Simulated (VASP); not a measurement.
# BN (zincblende type) (F-43m) in VASP: a series of runs

Runs on BN (zincblende type). Level: PBEsol. Tasks: single point.

Program: VASP 6.6.1. These are calculated values, not measurements. Logs are shortened: lines on timing, memory, paths and dates and some standing lists are left out, and cuts for length are marked.

## 1. The cell of the first run

Symmetry: F-43m, No. 216, cubic system. Conventional cell: a = 3.455 Å, b = 3.455 Å, c = 3.455 Å, α = 90.00°, β = 90.00°, γ = 90.00°. B (site symmetry -43m) has 4 N at 1.50 Å within 2.0 Å. Within 2.0 Å of N (site symmetry -43m) lie 4 B at 1.50 Å.

## 2. Single point, PBEsol (volume scaled by 0.88)

The input, INCAR:

```
  PREC = Accurate
  ENCUT = 520
  EDIFF = 1E-6
  ISMEAR = -1
  SIGMA = 0.08
  LREAL = F
  LASPH = T
  NELM = 60
  ALGO = Normal
  ISIF = 2
  LWAVE = F
  LCHARG = F
  GGA = PS
  NBANDS = 11
```

The input, KPOINTS:

```
Automatic mesh
0
Gamma
  17 17 17
```

The input, POSCAR:

```
BN
1.0
    0.0000000000      1.7276177422      1.7276177422
    1.7276177422      0.0000000000      1.7276177422
    1.7276177422      1.7276177422      0.0000000000
B N
1 1
Direct
    0.0000000000      0.0000000000      0.0000000000
    0.2500000000      0.2500000000      0.2500000000
```

Potentials or basis: VASP PAW PBE potentials, release 64 (B, N).

Launch:

```bash
$ cat potpaw_PBE.64/B/POTCAR potpaw_PBE.64/N/POTCAR > POTCAR
$ mpirun -np 1 vasp_std > vasp.out
```

OUTCAR:

```text
PREC = Accurate
   ENCUT = 520
   EDIFF = 1E-6
   ISMEAR = -1
   LREAL = F
   LASPH = T
   NELM = 60
   ISIF = 2
   GGA = PS

 ion  position               nearest neighbor table
   1  0.000  0.000  0.000-   2 1.50   2 1.50   2 1.50   2 1.50
   2  0.250  0.250  0.250-   1 1.50   1 1.50   1 1.50   1 1.50

  LATTYP: Found a face centered cubic cell.
 ALAT       =     3.4552354844

  Lattice vectors:

 A1 = (   0.0000000000,   1.7276177422,   1.7276177422)
 A2 = (   1.7276177422,   0.0000000000,   1.7276177422)
 A3 = (   1.7276177422,   1.7276177422,   0.0000000000)

Analysis of symmetry for initial positions (statically):
=====================================================================
 Subroutine PRICEL returns:
 Original cell was already a primitive cell.

 Routine SETGRP: Setting up the symmetry group for a
 face centered cubic supercell.

 Subroutine GETGRP returns: Found 24 space group operations
 (whereof 24 operations were pure point group operations)
 out of a pool of 48 trial point group operations.

The static configuration has the point symmetry T_d .

Analysis of symmetry for dynamics (positions and initial velocities):
=====================================================================
 Subroutine PRICEL returns:
 Original cell was already a primitive cell.

 Routine SETGRP: Setting up the symmetry group for a
 face centered cubic supercell.

 Subroutine GETGRP returns: Found 24 space group operations
 (whereof 24 operations were pure point group operations)
 out of a pool of 48 trial point group operations.

The dynamic configuration has the point symmetry T_d .

 Subroutine INISYM returns: Found 24 space group operations
 (whereof 24 operations are pure point group operations),
 and found     1 'primitive' translations

----------------------------------------------------------------------------------------

                                     Primitive cell

  volume of cell :      10.3127

  direct lattice vectors                    reciprocal lattice vectors
     0.000000000  1.727617742  1.727617742    -0.289415875  0.289415875  0.289415875
     1.727617742  0.000000000  1.727617742     0.289415875 -0.289415875  0.289415875
     1.727617742  1.727617742  0.000000000     0.289415875  0.289415875 -0.289415875

  length of vectors
     2.443220442  2.443220442  2.443220442     0.501282999  0.501282999  0.501282999

  position of ions in fractional coordinates (direct lattice)
     0.000000000  0.000000000  0.000000000
     0.250000000  0.250000000  0.250000000

  ion indices of the primitive-cell ions
   primitive index   ion index
                 1           1
                 2           2

----------------------------------------------------------------------------------------

 KPOINTS: Automatic mesh

Automatic generation of k-mesh.
 Grid dimensions read from file:
 generate k-points for:   17   17   17

 Generating k-lattice:

  Cartesian coordinates                     Fractional coordinates (reciprocal lattice)
    -0.017024463  0.017024463  0.017024463     0.058823529  0.000000000  0.000000000
     0.017024463 -0.017024463  0.017024463     0.000000000  0.058823529  0.000000000
     0.017024463  0.017024463 -0.017024463     0.000000000  0.000000000  0.058823529

  Length of vectors
     0.029487235  0.029487235  0.029487235

  Shift w.r.t. Gamma in fractional coordinates (k-lattice)
     0.000000000  0.000000000  0.000000000

 Subroutine IBZKPT returns following result:
 ===========================================

 Found    165 irreducible k-points:

 Following reciprocal coordinates:
            Coordinates               Weight
  0.000000  0.000000  0.000000      1.000000
  0.058824  0.000000  0.000000      8.000000
  0.117647  0.000000  0.000000      8.000000
  0.176471  0.000000  0.000000      8.000000
  0.235294  0.000000  0.000000      8.000000
  0.294118  0.000000  0.000000      8.000000
[... 16 lines left out ...]
 -0.176471  0.058824  0.000000     24.000000
 -0.117647  0.058824  0.000000     24.000000
 [... further k-points ...]
   k-points           NKPTS =    165   k-points in BZ     NKDIM =    165   number of bands    NBANDS=     11
   number of dos      NEDOS =    301   number of ions     NIONS =      2
   total plane-waves  NPLWV =   5832
   dimension x,y,z NGX =    18 NGY =   18 NGZ =   18
   dimension x,y,z NGXF=    36 NGYF=   36 NGZF=   36
   ions per type =               1   1
   NGX,Y,Z   is equivalent  to a cutoff of  12.25, 12.25, 12.25 a.u.
   NGXF,Y,Z  is equivalent  to a cutoff of  24.50, 24.50, 24.50 a.u.
 SYSTEM =  unknown system
   PREC   = accura    normal or accurate (medium, high low for compatibility)
   ISTART =      0    job   : 0-new  1-cont  2-samecut
   ICHARG =      2    charge: 1-file 2-atom 10-const
   ISPIN  =      1    spin polarized calculation?
   LNONCOLLINEAR =      F non collinear calculations
   LSORBIT =      F    spin-orbit coupling
   LASPH  =      T    aspherical Exc in radial PAW
   ENCUT  =  520.0 eV  38.22 Ry    6.18 a.u.   4.54  4.54  4.54*2*pi/ulx,y,z
   NELM   =     60;   NELMIN=  2; NELMDL= -5     # of ELM steps
   EDIFF  = 0.1E-05   stopping-criterion for ELM
   LREAL  =      F    real-space projection
   EDIFFG = 0.1E-04   stopping-criterion for IOM
   NSW    =      0    number of steps for IOM
   IBRION =     -1    ionic relax: 0-MD 1-quasi-New 2-CG
   NFREE  =      0    steps in history (QN), initial steepest desc. (CG)
   ISIF   =      2    stress and relaxation
   ISYM   =      2    0-nonsym 1-usesym 2-fastsym
   POTIM  = 0.5000    time-step for ionic-motion
   TEBEG  =    0.0;   TEEND  =   0.0 temperature during run
   PSTRESS=    0.0 pullay stress
   NELECT =       8.0000    total number of electrons
   NUPDOWN=      -1.0000    fix difference up-down
   EMIN   =  10.00;   EMAX   =-10.00  energy-range for DOS
   EFERMI =   0.00;   METHOD = LEGACY
   ISMEAR =    -1;   SIGMA  =   0.08  broadening in eV -4-tet -1-fermi 0-gaus
   EFERMI_NEDOS =   21; number of points for ismear=-14 and -15
   IALGO  =     38    algorithm
   IMIX   =      4    mixing-type and parameters
     AMIX     =   0.40;   BMIX     =  1.00
     AMIX_MAG =   1.60;   BMIX_MAG =  1.00
  volume/ion in A,a.u.               =       5.16        34.80
  Fermi-wavevector in a.u.,A,eV,Ry     =   1.504229  2.842580 30.785952  2.262704
  Thomas-Fermi vector in A             =   2.615236
   LORBIT       =      0    0 simple, 1 ext, 2 COOP (PROOUT), +10 PAW based schemes
   GGA     = PS    functional components
   LHFCALC =     F    Hartree Fock is set to
   AEXX    =    0.0000 exact exchange contribution
   IVDW    =     0    specifies the selected vdW correction
   LEPSILON=     F    determine dielectric tensor
   LRPA    =     F    only Hartree local field effects (RPA)
 non-spin polarized calculation
  energy-cutoff  :      520.00
  volume of cell :       10.31
 maximum number of plane-waves:       292
   NGX =  9   NGY =  9   NGZ =  9

 number of electron       7.9999997 magnetization

 Free energy of the ion-electron system (eV)
  ---------------------------------------------------
  ext. energy  EPLUGINS =         0.00000000
  ---------------------------------------------------
  free energy    TOTEN  =       -18.08939138 eV

  energy without entropy =      -18.08939138  energy(sigma->0) =      -18.08939138

 E-fermi :  10.6534     XC(G=0): -13.6907

 val. band max:        9.1282859814   @ k =   0.0000   0.0000   0.0000
 cond. band min:      13.5873034453   @ k =   0.4706   0.4706   0.0000
 fundamental gap:      4.4590174640
 Fermi energy:        10.6533748630

 k-point     1 :       0.0000    0.0000    0.0000
  band No.  band energies     occupation
      1     -12.7553      2.00000
      2       9.1283      2.00000
      3       9.1283      2.00000
      4       9.1283      2.00000
      5      18.5279      0.00000
      6      18.5279      0.00000
      7      18.5279      0.00000
      8      21.6746      0.00000
      9      36.2632      0.00000
     10      38.5400      0.00000
     11      38.5400      0.00000

 k-point     2 :       0.0588    0.0000    0.0000
  band No.  band energies     occupation
      1     -12.6613      2.00000
      2       8.6027      2.00000
      3       9.0195      2.00000
      4       9.0195      2.00000
      5      18.6932      0.00000
      6      18.6932      0.00000
      7      18.7339      0.00000
      8      21.9249      0.00000
      9      35.8955      0.00000
     10      36.6958      0.00000
     11      36.6958      0.00000

 k-point     3 :       0.1176    0.0000    0.0000
  band No.  band energies     occupation
      1     -12.3802      2.00000
      2       7.2555      2.00000
      3       8.7291      2.00000
      4       8.7291      2.00000
      5      19.1261      0.00000
      6      19.1261      0.00000
      7      19.1697      0.00000
      8      22.6061      0.00000
      9      35.1278      0.00000
     10      35.1278      0.00000
     11      35.1614      0.00000

 k-point     4 :       0.1765    0.0000    0.0000
  band No.  band energies     occupation
      1     -11.9164      2.00000
      2       5.4760      2.00000
      3       8.3376      2.00000
      4       8.3376      2.00000
      5      19.6212      0.00000
      6      19.6703      0.00000
      7      19.6703      0.00000
      8      23.4864      0.00000
      9      34.1409      0.00000
     10      34.1409      0.00000
     11      34.4970      0.00000
[... 239 lines left out ...]
 k-point    22 :      -0.2353    0.0588    0.0000
  band No.  band energies     occupation
      1     -10.9497      2.00000
      2       2.9123      2.00000
      3       7.0681      2.00000
      4       8.0703      2.00000
      5      20.0388      0.00000
      6      20.2758      0.00000
      7      20.7385      0.00000
      8      24.4607      0.00000
      9      32.5914      0.00000
     10      33.2031      0.00000
     11      36.5669      0.00000

 k-point    23 :      -0.1765    0.0588    0.0000
  band No.  band energies     occupation
      1     -11.6409      2.00000
      2       4.8355      2.00000
      3       7.4629      2.00000
      4       8.4871      2.00000
      5      19.5754      0.00000
      6      19.8090      0.00000
      7      20.4341      0.00000
      8      23.7827      0.00000
      9      32.6650      0.00000
     10      33.2401      0.00000
     11      36.7905      0.00000

 k-point    24 :      -0.1176    0.0588    0.0000
  band No.  band energies     occupation
      1     -12.1630      2.00000
      2       6.6361      2.00000
      3       7.9240      2.00000
      4       8.8363      2.00000
      5      19.0824      0.00000
      6      19.3056      0.00000
      7      19.9265      0.00000
      8      23.0009      0.00000
      9      33.4411      0.00000
     10      33.8007      0.00000
     11      37.3147      0.00000

 [... further k-points ...]
[... 5 lines left out ...]
  --------------------------------------------------------------------------------------
  -------------------------------------------------------------------------------------
  Total        4.0763941      4.0763941      4.0763941     -0.0000000      0.0000000     -0.0000000
  in kB      633.3062610    633.3062610    633.3062610     -0.0000000      0.0000000     -0.0000000
  external PRESSURE =     633.3062610 kB  Pullay stress =       0.0000000 kB

 VOLUME and BASIS-vectors are now :
 -----------------------------------------------------------------------------
  energy-cutoff  :      520.00
  volume of cell :       10.31
      direct lattice vectors                 reciprocal lattice vectors
     0.000000000  1.727617742  1.727617742    -0.289415875  0.289415875  0.289415875
     1.727617742  0.000000000  1.727617742     0.289415875 -0.289415875  0.289415875
     1.727617742  1.727617742  0.000000000     0.289415875  0.289415875 -0.289415875

 POSITION                                       TOTAL-FORCE (eV/Angst)
 -----------------------------------------------------------------------------------
      0.00000      0.00000      0.00000         0.000000      0.000000      0.000000
      0.86381      0.86381      0.86381        -0.000000     -0.000000     -0.000000
 -----------------------------------------------------------------------------------
    total drift:                                0.000000      0.000000     -0.000000

  FREE ENERGIE OF THE ION-ELECTRON SYSTEM (eV)
  ---------------------------------------------------
  free  energy   TOTEN  =       -18.0893913842 eV

  energy  without entropy=      -18.0893913842  energy(sigma->0) =      -18.08939138
```

It took 12 s on 1 thread of Intel Xeon Platinum 8488C (Sapphire Rapids), shared host; peak memory 0.13 GiB.

Results:

| Property | Result |
| --- | --- |
| Free energy | -18.0894 eV |
| Pressure | 63.3 GPa |
| Band gap on the k mesh | 4.46 eV, indirect (least direct gap 9.40 eV) |

Levels at points of the mesh, in eV from the valence-band top:
```
           k point  band 1  band 2  band 3  band 4  band 5  band 6  band 7  band 8  band 9
(0.00, 0.00, 0.00)  -21.88    0.00    0.00    0.00    9.40    9.40    9.40   12.55   27.13
```

Caveat: the PAW data sets were made with another functional, which shifts forces and pressure a little.

(Part 1 of 2 ends here.)
